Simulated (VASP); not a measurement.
# Ge4N in VASP: further runs, part 2 of 2

VASP 6.6.1. The steps go on from the part before.

## 4. Single point, PBE

Contents of INCAR:

```
SYSTEM = Ge4N
ALGO = Normal
EDIFF = 1E-7
ENCUT = 520
GGA = PE
ISIF = 2
ISMEAR = 0
LASPH = .True.
LCHARG = .False.
LREAL = .False.
LWAVE = .False.
NBANDS = 38
NELM = 60
PREC = Accurate
SIGMA = 0.1
```

Contents of KPOINTS:

```
k-points
0
Gamma
  4 4 4
  0 0 0
```

Contents of POSCAR:

```
Ge4N
1.0
    4.0974790782      0.0000000000      0.0000000000
    0.0000000000      4.0974790782      0.0000000000
    0.0000000000      0.0000000000      5.3308839888
Ge N
4 1
Direct
    0.5000000000      0.0000000000      0.6768539778
    0.0000000000      0.5000000000      0.6768539778
    0.5000000000      0.0000000000      0.1769014939
    0.0000000000      0.5000000000      0.1769014939
    0.5000000000      0.5000000000      0.1767792265
```

Potentials or basis: VASP PAW PBE potentials, release 64 (Ge_d, N).

Command:

```sh
$ cat potpaw_PBE.64/Ge_d/POTCAR potpaw_PBE.64/N/POTCAR > POTCAR
$ mpirun -np 1 vasp_std > vasp.out
```

OUTCAR:

```text
SYSTEM = Ge4N
   EDIFF = 1E-7
   ENCUT = 520
   GGA = PE
   ISIF = 2
   ISMEAR = 0
   LASPH = .True.
   LREAL = .False.
   NELM = 60
   PREC = Accurate

 ion  position               nearest neighbor table
   1  0.500  0.000  0.677-   3 2.67   3 2.67   2 2.90   2 2.90   2 2.90   2 2.90
   2  0.000  0.500  0.677-   4 2.67   4 2.67   1 2.90   1 2.90   1 2.90   1 2.90
   3  0.500  0.000  0.177-   5 2.05   5 2.05   1 2.67   1 2.67   4 2.90   4 2.90   4 2.90   4 2.90

   4  0.000  0.500  0.177-   5 2.05   5 2.05   2 2.67   2 2.67   3 2.90   3 2.90   3 2.90   3 2.90

   5  0.500  0.500  0.177-   3 2.05   4 2.05   3 2.05   4 2.05

  LATTYP: Found a simple tetragonal cell.
 ALAT       =     4.0974790782
 C/A-ratio  =     1.3010155481

  Lattice vectors:

 A1 = (   4.0974790782,   0.0000000000,   0.0000000000)
 A2 = (   0.0000000000,   4.0974790782,   0.0000000000)
 A3 = (   0.0000000000,   0.0000000000,   5.3308839888)

Analysis of symmetry for initial positions (statically):
=====================================================================
 Subroutine PRICEL returns:
 Original cell was already a primitive cell.

 Routine SETGRP: Setting up the symmetry group for a
 simple tetragonal supercell.

 Subroutine GETGRP returns: Found  8 space group operations
 (whereof  8 operations were pure point group operations)
 out of a pool of 16 trial point group operations.

The static configuration has the point symmetry C_4v.

Analysis of symmetry for dynamics (positions and initial velocities):
=====================================================================
 Subroutine PRICEL returns:
 Original cell was already a primitive cell.

 Routine SETGRP: Setting up the symmetry group for a
 simple tetragonal supercell.

 Subroutine GETGRP returns: Found  8 space group operations
 (whereof  8 operations were pure point group operations)
 out of a pool of 16 trial point group operations.

The dynamic configuration has the point symmetry C_4v.

 Subroutine INISYM returns: Found  8 space group operations
 (whereof  8 operations are pure point group operations),
 and found     1 'primitive' translations

----------------------------------------------------------------------------------------

                                     Primitive cell

  volume of cell :      89.5020

  direct lattice vectors                    reciprocal lattice vectors
     4.097479078  0.000000000  0.000000000     0.244052497  0.000000000  0.000000000
     0.000000000  4.097479078  0.000000000     0.000000000  0.244052497  0.000000000
     0.000000000  0.000000000  5.330883989     0.000000000  0.000000000  0.187586149

  length of vectors
     4.097479078  4.097479078  5.330883989     0.244052497  0.244052497  0.187586149

  position of ions in fractional coordinates (direct lattice)
     0.500000000  0.000000000  0.676853978
     0.000000000  0.500000000  0.676853978
     0.500000000  0.000000000  0.176901494
     0.000000000  0.500000000  0.176901494
     0.500000000  0.500000000  0.176779227

  ion indices of the primitive-cell ions
   primitive index   ion index
                 1           1
                 2           2
                 3           3
                 4           4
[... 24 lines left out ...]
 ===========================================

 Found     18 irreducible k-points:

 Following reciprocal coordinates:
            Coordinates               Weight
  0.000000  0.000000  0.000000      1.000000
  0.250000  0.000000  0.000000      4.000000
  0.500000  0.000000  0.000000      2.000000
  0.250000  0.250000  0.000000      4.000000
  0.500000  0.250000  0.000000      4.000000
  0.500000  0.500000  0.000000      1.000000
[... 10 lines left out ...]
  0.500000  0.250000  0.500000      4.000000
  0.500000  0.500000  0.500000      1.000000
   k-points           NKPTS =     18   k-points in BZ     NKDIM =     18   number of bands    NBANDS=     38
   number of dos      NEDOS =    301   number of ions     NIONS =      5
   total plane-waves  NPLWV =  36000
   dimension x,y,z NGX =    30 NGY =   30 NGZ =   40
   dimension x,y,z NGXF=    60 NGYF=   60 NGZF=   80
   ions per type =               4   1
   NGX,Y,Z   is equivalent  to a cutoff of  12.17, 12.17, 12.47 a.u.
   NGXF,Y,Z  is equivalent  to a cutoff of  24.34, 24.34, 24.95 a.u.
 SYSTEM =  Ge4N
   PREC   = accura    normal or accurate (medium, high low for compatibility)
   ISTART =      0    job   : 0-new  1-cont  2-samecut
   ICHARG =      2    charge: 1-file 2-atom 10-const
   ISPIN  =      1    spin polarized calculation?
   LNONCOLLINEAR =      F non collinear calculations
   LSORBIT =      F    spin-orbit coupling
   LASPH  =      T    aspherical Exc in radial PAW
   ENCUT  =  520.0 eV  38.22 Ry    6.18 a.u.   7.62  7.62  9.91*2*pi/ulx,y,z
   NELM   =     60;   NELMIN=  2; NELMDL= -5     # of ELM steps
   EDIFF  = 0.1E-06   stopping-criterion for ELM
   LREAL  =      F    real-space projection
   EDIFFG = 0.1E-05   stopping-criterion for IOM
   NSW    =      0    number of steps for IOM
   IBRION =     -1    ionic relax: 0-MD 1-quasi-New 2-CG
   NFREE  =      0    steps in history (QN), initial steepest desc. (CG)
   ISIF   =      2    stress and relaxation
   ISYM   =      2    0-nonsym 1-usesym 2-fastsym
   POTIM  = 0.5000    time-step for ionic-motion
   TEBEG  =    0.0;   TEEND  =   0.0 temperature during run
   PSTRESS=    0.0 pullay stress
   NELECT =      61.0000    total number of electrons
   NUPDOWN=      -1.0000    fix difference up-down
   EMIN   =  10.00;   EMAX   =-10.00  energy-range for DOS
   EFERMI =   0.00;   METHOD = LEGACY
   ISMEAR =     0;   SIGMA  =   0.10  broadening in eV -4-tet -1-fermi 0-gaus
   EFERMI_NEDOS =   21; number of points for ismear=-14 and -15
   IALGO  =     38    algorithm
   IMIX   =      4    mixing-type and parameters
     AMIX     =   0.40;   BMIX     =  1.00
     AMIX_MAG =   1.60;   BMIX_MAG =  1.00
  volume/ion in A,a.u.               =      17.90       120.80
  Fermi-wavevector in a.u.,A,eV,Ry     =   1.440701  2.722530 28.240517  2.075619
  Thomas-Fermi vector in A             =   2.559416
   LORBIT       =      0    0 simple, 1 ext, 2 COOP (PROOUT), +10 PAW based schemes
   GGA     = PE    functional components
   LHFCALC =     F    Hartree Fock is set to
   AEXX    =    0.0000 exact exchange contribution
   IVDW    =     0    specifies the selected vdW correction
   LEPSILON=     F    determine dielectric tensor
   LRPA    =     F    only Hartree local field effects (RPA)
 non-spin polarized calculation
 Gauss-broadening in eV      SIGMA  =   0.10
  energy-cutoff  :      520.00
  volume of cell :       89.50
 maximum number of plane-waves:      2432
   NGX = 15   NGY = 15   NGZ = 19

 number of electron      60.9999963 magnetization

 Free energy of the ion-electron system (eV)
  ---------------------------------------------------
  ext. energy  EPLUGINS =         0.00000000
  ---------------------------------------------------
  free energy    TOTEN  =       -22.95880459 eV

  energy without entropy =      -22.92935680  energy(sigma->0) =      -22.94408069

 E-fermi :   5.4532     XC(G=0): -10.8283

 val. band max:        5.4496452370   @ k =   0.5000   0.0000   0.2500
 cond. band min:       5.4564178961   @ k =   0.2500   0.2500   0.2500
 fundamental gap:      0.0067726591
 Fermi energy:         5.4532372238

 k-point     1 :       0.0000    0.0000    0.0000
  band No.  band energies     occupation
      1     -19.3686      2.00000
      2     -19.3196      2.00000
      3     -19.2966      2.00000
      4     -19.2323      2.00000
      5     -19.2316      2.00000
      6     -19.2316      2.00000
[... 727 lines left out ...]
     37      12.3822      0.00000
     38      13.4693      0.00000

------------------------ aborting loop because EDIFF is reached ----------------------------------------

  FORCE on cell =-STRESS in cart. coord.  units (eV):
  Direction    XX          YY          ZZ          XY          YZ          ZX
  --------------------------------------------------------------------------------------
  -------------------------------------------------------------------------------------
  Total        0.0640907      0.0640907      0.1068632      0.0000000      0.0000000      0.0000000
  in kB        1.1472889      1.1472889      1.9129604      0.0000000      0.0000000      0.0000000
  external PRESSURE =       1.4025127 kB  Pullay stress =       0.0000000 kB

 VOLUME and BASIS-vectors are now :
 -----------------------------------------------------------------------------
  energy-cutoff  :      520.00
  volume of cell :       89.50
      direct lattice vectors                 reciprocal lattice vectors
     4.097479078  0.000000000  0.000000000     0.244052497  0.000000000  0.000000000
     0.000000000  4.097479078  0.000000000     0.000000000  0.244052497  0.000000000
     0.000000000  0.000000000  5.330883989     0.000000000  0.000000000  0.187586149

 POSITION                                       TOTAL-FORCE (eV/Angst)
 -----------------------------------------------------------------------------------
      2.04874      0.00000      3.60823         0.000000      0.000000      0.001123
      0.00000      2.04874      3.60823         0.000000      0.000000      0.001123
      2.04874      0.00000      0.94304         0.000000      0.000000     -0.000690
      0.00000      2.04874      0.94304        -0.000000     -0.000000     -0.000690
      2.04874      2.04874      0.94239         0.000000      0.000000     -0.000865
 -----------------------------------------------------------------------------------
    total drift:                                0.000000     -0.000000      0.005951

  FREE ENERGIE OF THE ION-ELECTRON SYSTEM (eV)
  ---------------------------------------------------
  free  energy   TOTEN  =       -22.9588045908 eV

  energy  without entropy=      -22.9293567972  energy(sigma->0) =      -22.94408069
```

OSZICAR:

```text
N       E                     dE             d eps       ncg     rms          rms(c)
DAV:   1     0.632872556866E+03    0.63287E+03   -0.29302E+04  1628   0.441E+03
DAV:   2     0.933646484966E+02   -0.53951E+03   -0.52067E+03  1368   0.940E+02
DAV:   3    -0.167729823285E+02   -0.11014E+03   -0.10655E+03  1536   0.230E+02
DAV:   4    -0.250410252980E+02   -0.82680E+01   -0.81552E+01  1568   0.704E+01
DAV:   5    -0.252881494919E+02   -0.24712E+00   -0.24692E+00  1574   0.129E+01    0.935E+00
DAV:   6    -0.237044872943E+02    0.15837E+01   -0.22416E+01  1996   0.241E+01    0.629E+00
DAV:   7    -0.229463852806E+02    0.75810E+00   -0.39038E+00  1850   0.131E+01    0.230E+00
DAV:   8    -0.229664833556E+02   -0.20098E-01   -0.52387E-01  1520   0.365E+00    0.102E+00
DAV:   9    -0.229622496602E+02    0.42337E-02   -0.52673E-02  1870   0.156E+00    0.481E-01
DAV:  10    -0.229586115985E+02    0.36381E-02   -0.11917E-02  1668   0.732E-01    0.155E-01
DAV:  11    -0.229590420934E+02   -0.43049E-03   -0.48208E-03  1676   0.342E-01    0.155E-01
DAV:  12    -0.229588062270E+02    0.23587E-03   -0.76960E-04  1644   0.262E-01    0.350E-02
DAV:  13    -0.229588084511E+02   -0.22242E-05   -0.12064E-04  1674   0.849E-02    0.125E-02
DAV:  14    -0.229588058662E+02    0.25849E-05   -0.63470E-06  1834   0.477E-02    0.885E-03
DAV:  15    -0.229588046229E+02    0.12433E-05   -0.55845E-06  1750   0.187E-02    0.229E-03
DAV:  16    -0.229588045908E+02    0.32051E-07   -0.54964E-07  1328   0.476E-03
   1 F= -.22958805E+02 E0= -.22944081E+02  d E =-.294478E-01
```

Run time: 47 s. Hardware: 1 thread of AMD EPYC 7R43 (Zen 3), shared host; peak memory 0.16 GiB.

Results:

```yaml
Free_energy: -22.9588 eV
Pressure: 0.1 GPa
```

Levels at points of the mesh, in eV from the Fermi level:
| k point | band 28 | band 29 | band 30 | band 31 | band 32 | band 33 |
| --- | --- | --- | --- | --- | --- | --- |
| (0.00, 0.00, 0.00) | -1.76 | -0.83 | -0.83 | -0.56 | -0.05 | 2.99 |
| (0.50, 0.00, 0.00) | -3.21 | -0.30 | -0.21 | 0.11 | 1.24 | 1.57 |
| (0.50, 0.50, 0.00) | -2.71 | -2.71 | -2.56 | -1.59 | 1.70 | 1.70 |
| (0.00, 0.00, 0.50) | -2.72 | -1.11 | -1.11 | 0.73 | 2.36 | 2.53 |
| (0.50, 0.00, 0.50) | -0.53 | 0.61 | 1.02 | 1.19 | 1.21 | 1.27 |
| (0.50, 0.50, 0.50) | -3.50 | -0.64 | 0.04 | 0.04 | 2.77 | 2.77 |

Caveat: the k points lie up to 0.38 Å⁻¹ apart.

## 5. Summary

```csv
task,cell,k mesh,cutoff (eV),gap on the mesh (eV),pressure (GPa)
relaxation of cell and atoms,"relaxed from a = 4.097, b = 4.097, c = 5.331 Å, 5 atoms",10 × 10 × 8,600,none,0.0
single point,"a = 4.096, b = 4.096, c = 5.314 Å, 5 atoms",10 × 10 × 8,520,none,0.0
single point,"a = 4.097, b = 4.097, c = 5.331 Å, 5 atoms",4 × 4 × 4,520,none,0.1
```

Alike in all rows: level PBE; potentials or basis VASP PAW PBE potentials, release 64 (Ge_d, N); no spin polarisation; smearing gaussian 0.1 eV.

Caveats: some runs use coarse meshes.

Absolute energies hang on the potentials; compare differences alone.
